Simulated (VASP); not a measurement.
Crystal: HgTe.

```
Hg Te
1.0
     0.00000    3.48552    3.48552
     3.48552    0.00000    3.48552
     3.48552    3.48552    0.00000
Hg Te
1 1
Direct
  0.00000 0.00000 0.00000
  0.25000 0.25000 0.25000
```

This cell differs from its parent crystal: strain +6.0%.

Base run:

```yaml
Program: VASP 6.6.1
Functional: PBE
Potentials_or_basis: VASP PAW PBE potentials, release 64 (Hg, Te)
Cutoff: 520 eV
k_mesh: 6 × 6 × 6
Occupations: fermi-dirac, width 0.02 eV
Spin: no spin polarisation
```

Its results: band gap on the k mesh zero (filled and empty bands touch); pressure -3.3 GPa.

Q: The run is repeated on the same cell with these changes: functional from PBE to r2SCAN. What comes out?

A: Band gap on the k mesh zero (filled and empty bands touch); pressure -4.4 GPa.

Caveats: spin-orbit coupling is left out, which moves the levels of the heavy elements; the PAW data sets were made with another functional, which shifts forces and pressure a little (some runs).
